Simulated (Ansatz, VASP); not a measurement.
**GaN: VASP beside Ansatz**

```xyz
4
Lattice="3.2081 0.0000 0.0000 -1.6041 2.7452 0.0000 0.0000 0.0000 5.1850" Properties=species:S:1:pos:R:3 pbc="T T T"
Ga    0.0000    1.8280    0.0001
Ga    1.6041    0.9172    2.5926
N     0.0000    1.8236    1.9547
N     1.6041    0.9216    4.5472
```

Alike in both runs: functional PBE; k mesh 8 × 8 × 5; occupations gaussian, width 0.05 eV; no spin polarisation.

Ansatz relaxed the structure, and its values are those at the end. VASP's run is a single point on that final structure, the one shown.

|  | VASP | Ansatz |
| --- | --- | --- |
| version | VASP 6.6.1 | Ansatz 0.2.0 |
| potentials or method | VASP PAW PBE potentials, release 64 (Ga_d, N) | scalar-relativistic, plane waves, PAW |
| plane-wave cutoff (eV) | 520 | 420 |
| valence electrons in the cell | 36 | 36 |

```tsv
	VASP	Ansatz	Ansatz less VASP
pressure (GPa)	5.5	5.4	-0.08
```

With one functional, cell and mesh, what is left measures potentials, basis and numerics. Ansatz's warnings: stress scf threshold loose.
